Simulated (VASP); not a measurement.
Here is a VASP 6.6.1 calculation.

Contents of INCAR:

```
PREC = Accurate ; ENCUT = 520
EDIFF = 1E-7 ; ISMEAR = -1
SIGMA = 0.03 ; LREAL = False
LASPH = True ; NELM = 60
ALGO = Normal ; ISIF = 2
LWAVE = False ; LCHARG = False
GGA = PS ; NBANDS = 26
```

KPOINTS

```
Automatic mesh
0
Gamma
  8 8 5
```

Contents of POSCAR:

```
ZnS
1.0
    3.7347788060      0.0000000000      0.0000000000
   -1.8673894030      3.2344133234      0.0000000000
    0.0000000000      0.0000000000      6.2340000000
Zn S
2 2
Direct
    0.3333333333      0.6666666667      0.0000000000
    0.6666666667      0.3333333333      0.5000000000
    0.3333333333      0.6666666667      0.3850000000
    0.6666666667      0.3333333333      0.8850000000
```

Potentials or basis: VASP PAW PBE potentials, release 64 (Zn, S).

Launch:

```sh
$ cat potpaw_PBE.64/Zn/POTCAR potpaw_PBE.64/S/POTCAR > POTCAR
$ mpirun -np 1 vasp_std > vasp.out
```

(1) Estimate the band gap on the k mesh.

(2) Estimate the largest force.

(3) Estimate the pressure.

Answers

(1) 2.27 eV, direct.

(2) 0.474 eV/Å.

(3) 2.4 GPa.

Caveat: the cell differs from its parent crystal (equal xx and yy strain of -2 %); the PAW data sets were made with another functional, which shifts forces and pressure a little.
